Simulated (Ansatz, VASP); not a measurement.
## Mn in VASP and in Ansatz

```xyz
1
Lattice="0.0000 1.8271 1.8271 1.8271 0.0000 1.8271 1.8271 1.8271 0.0000" Properties=species:S:1:pos:R:3 pbc="T T T"
Mn    0.0000    0.0000    0.0000
```

Alike in both runs: task single point; functional PBE; k mesh 10 × 10 × 10; occupations gaussian, width 0.05 eV; collinear spin.

```csv
,VASP,Ansatz
version,VASP 6.6.1,Ansatz 0.2.0
potentials or method,"VASP PAW PBE potentials, release 64 (Mn_pv), cutoff 520 eV","scalar-relativistic, plane waves, PAW"
valence electrons in the cell,13,15
```

Ansatz gave:

| Item | Value |
| --- | --- |
| gap on the k mesh at the Fermi level (eV) | none |
| pressure (GPa) | -26.8 |
| net moment per atom (μB) | 0.14 |
| size of the moment on the site where the two differ most (μB) | 0.14 |

Q: Estimate VASP's values.

A: gap on the k mesh at the Fermi level (eV): none; pressure (GPa): -26.7; net moment per atom (μB): 0.13; size of the moment on the site where the two differ most (μB): 0.14.

Site moments also hang on the region over which each program counts them. A gap of «none» marks a metal or a gap that the smearing closes. With one functional, cell and mesh, what is left measures potentials, basis and numerics. VASP's potentials hold 13 valence electrons a cell and Ansatz's 15, so a difference there can come from the potentials and not from the codes. Ansatz's warnings: seeded moment not kept.
